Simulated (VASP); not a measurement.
The system is KF.

```
K F
1.0
     3.77857    0.00000    0.00000
    -1.88928    3.27233    0.00000
     0.00000    0.00000    9.25556
K F
3 3
Direct
  0.00000 0.00000 0.00000
  0.33333 0.66667 0.33333
  0.66667 0.33333 0.66667
  0.66667 0.33333 0.16667
  0.00000 0.00000 0.50000
  0.33333 0.66667 0.83333
```

* Program: VASP 6.6.1
* Task: relaxation of cell and atoms
* Functional: PBE
* Potentials or basis: VASP PAW PBE potentials, release 64 (K_sv, F)
* Cutoff: 600 eV
* k mesh: 9 × 9 × 4
* Occupations: gaussian, width 0.02 eV
* Spin: no spin polarisation

At the start: pressure 1.4 GPa; volume 19.07 Å³/atom.

Problem. How do energy, volume and symmetry change on relaxing?

Solution. Over 3 steps the energy falls by 3.5 meV/atom and the volume is 19.89 Å³/atom (+4.3 %); space group Fm-3m (No. 225, to 0.1 Å) before and after.

Step by step:
```csv
step,energy change (eV),largest force (eV/Å),pressure (GPa),volume (Å³)
1,0.0000,0.0000,1.38,114.44
2,-0.0168,0.0000,0.59,117.18
3,-0.0209,0.0000,0.03,119.33
```

Final structure:
```
K F
1.0
     3.83161    0.00000    0.00000
    -1.91581    3.31828    0.00000
     0.00000    0.00000    9.38566
K F
3 3
Direct
  0.00000 0.00000 0.00000
  0.33333 0.66667 0.33333
  0.66667 0.33333 0.66667
  0.66667 0.33333 0.16667
  0.00000 0.00000 0.50000
  0.33333 0.66667 0.83333
```
